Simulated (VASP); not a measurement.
Write the native input for VASP 6.6.1 that does the following.

```yaml
Task: single point
Functional: PBE
Potentials_or_basis: VASP PAW PBE potentials, release 64 (Be)
Cutoff: 520 eV
k_mesh: 4 × 4 × 4
Occupations: gaussian, width 0.1 eV
Spin: no spin polarisation
Dipole_correction: no
Further_INCAR_settings: ALGO = Normal; EDIFF = 1e-06; NBANDS = 24
```

The structure of Be lies in POSCAR:

```
Be
1.0
    5.2524850700      0.0000000000      0.0000000000
    0.0000000000      5.2524850700      0.0000000000
    0.0000000000      0.0000000000      5.2632498900
Be
12
Direct
    0.6278065100      0.6278065100      0.6250000000
    0.3721934900      0.3721934900      0.1250000000
    0.3721934900      0.6278065100      0.3750000000
    0.6278065100      0.3721934900      0.8750000000
    0.1594893800      0.5816881900      0.9103506100
    0.8405106200      0.4183118100      0.4103506100
    0.4183118100      0.1594893800      0.6603506100
    0.5816881900      0.8405106200      0.1603506100
    0.8405106200      0.5816881900      0.0896493900
    0.1594893800      0.4183118100      0.5896493900
    0.5816881900      0.1594893800      0.3396493900
    0.4183118100      0.8405106200      0.8396493900
```

The cell was built from a structure type or drawn by symmetry, and may not be a known phase.

The input as run:

INCAR

```
  PREC = Accurate
  ENCUT = 520
  EDIFF = 1E-6
  ISMEAR = 0
  SIGMA = 0.1
  LREAL = F
  LASPH = T
  NELM = 80
  ALGO = Normal
  ISIF = 2
  LWAVE = F
  LCHARG = T
  GGA = PE
  LELF = T
  LVHAR = T
  NBANDS = 24
```

KPOINTS

```
Automatic mesh
0
Gamma
  4 4 4
```

Potentials or basis: VASP PAW PBE potentials, release 64 (Be).

The run is started by

```sh
$ cat potpaw_PBE.64/Be/POTCAR > POTCAR
$ mpirun -np 1 vasp_std > vasp.out
```

It gave:

```yaml
Pressure: 12.7 GPa
Largest_force: 2.430 eV/Å
Band_gap_on_the_k_mesh: zero (bands 12 and 13 overlap by 1.23 eV)
```

Caveat: the cell stands under pressure; forces of over 1 eV/Å act on the atoms, so gaps and moduli don't describe the material at rest.

Wall time 60 s on 1 thread of AMD EPYC 9R45 (Zen 5), with other jobs on the host, peak memory 0.21 GiB.
